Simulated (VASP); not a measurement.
Here is a VASP 6.6.1 calculation.

File INCAR:

```
SYSTEM = Ni
ALGO     = Normal         ! electronic algorithm
EDIFF    = 1E-6           ! SCF threshold, eV
ENCUT    = 520            ! plane-wave cutoff, eV
GGA      = RE             ! functional
ISIF     = 2              ! what is computed and relaxed
ISMEAR   = -1             ! smearing method
LASPH    = .TRUE.         ! aspherical terms in the spheres
LCHARG   = .FALSE.        ! write CHGCAR
LREAL    = .FALSE.        ! projectors in reciprocal space
LWAVE    = .FALSE.        ! write WAVECAR
NBANDS   = 11             ! bands
NELM     = 60             ! most SCF steps
PREC     = Accurate       ! precision mode
SIGMA    = 0.1            ! smearing width, eV
```

KPOINTS

```
k-points
0
G
  22 22 22
  0 0 0
```

File POSCAR:

```
Ni
1.0
    2.3446992932      0.0000000000      0.0000000000
    0.0000000000      2.3446992932      0.0000000000
    0.0000000000      0.0000000000      2.3446992932
Ni
1
Direct
    0.0000000000      0.0000000000      0.0000000000
```

Potentials or basis: VASP PAW PBE potentials, release 64 (Ni).

The run is started by

```bash
$ cat potpaw_PBE.64/Ni/POTCAR > POTCAR
$ mpirun -np 1 vasp_std > vasp.out
```

Problem. Predict the band gap on the k mesh.

Solution. Zero (band 5 reaches 8.00 eV, above the bottom of band 6 at 6.80 eV).

Problem. What does it give for the pressure?

Solution. 0.0 GPa.

Caveat: the PAW data sets were made with another functional, which shifts forces and pressure a little; the run has no spin polarisation, though such a crystal can be magnetic. Spin polarisation is off, so any magnetic state and its effect on volume and gap are missing.
